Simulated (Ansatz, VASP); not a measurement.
**CaSe: VASP beside Ansatz**

INCAR

```
SYSTEM = CaSe
  PREC = Accurate
  ENCUT = 600
  EDIFF = 1E-7
  ISMEAR = 0
  SIGMA = 0.01
  LREAL = .FALSE.
  LASPH = .TRUE.
  NELM = 100
  ALGO = Normal
  ISIF = 3
  LWAVE = .FALSE.
  LCHARG = .FALSE.
  GGA = PE
  IBRION = 2
  NSW = 80
  EDIFFG = -0.001
```

File KPOINTS:

```
regular mesh
0
G
  8 8 8
  0 0 0
```

Contents of POSCAR:

```
CaSe
1.0
    0.0000000000      2.9793658632      2.9793658632
    2.9793658632      0.0000000000      2.9793658632
    2.9793658632      2.9793658632      0.0000000000
Ca Se
1 1
Direct
    0.0000000000      0.0000000000      0.0000000000
    0.5000000000      0.5000000000      0.5000000000
```

Input for Ansatz:

```yaml
crystal:
  lattice:
    - [0.0, 2.9793658632, 2.9793658632]
    - [2.9793658632, 0.0, 2.9793658632]
    - [2.9793658632, 2.9793658632, 0.0]
  atoms:
    - { symbol: Ca, position: [0.0, 0.0, 0.0] }
    - { symbol: Se, position: [0.5, 0.5, 0.5] }
basis:
  ecutwfc: 420
kpoints:
  mp_grid: { grid: [8, 8, 8] }
hamiltonian:
  xc: pbe
scf:
  occupations: { method: fixed }
output:
  forces: true
  stress: true
  eigenvalues: true
relax:
  adjacent_minimum: "off"
  f_tol: 0.001
  max_steps: 60
  cell: { stress_tol: 0.01 }
```

Alike in both runs: task relaxation of cell and atoms; functional PBE; k mesh 8 × 8 × 8; no spin polarisation.

|  | VASP | Ansatz |
| --- | --- | --- |
| version | VASP 6.6.1 | Ansatz 0.2.0 |
| potentials or method | VASP PAW PBE potentials, release 64 (Ca_sv, Se), cutoff 600 eV | scalar-relativistic, plane waves, PAW |
| occupations | gaussian, width 0.01 eV | fixed |
| valence electrons in the cell | 16 | 26 |

```tsv
	VASP	Ansatz	Ansatz less VASP
gap on the k mesh at the Fermi level, each at its own relaxed structure (eV)	2.08	2.08	0.000
relaxed volume (Å³/atom)	26.54	26.44	-0.099
relaxed cell length with the largest relative difference (Å)	4.218	4.213	-0.0053
```

VASP's potentials hold 16 valence electrons a cell and Ansatz's 26, so a difference there can come from the potentials and not from the codes.
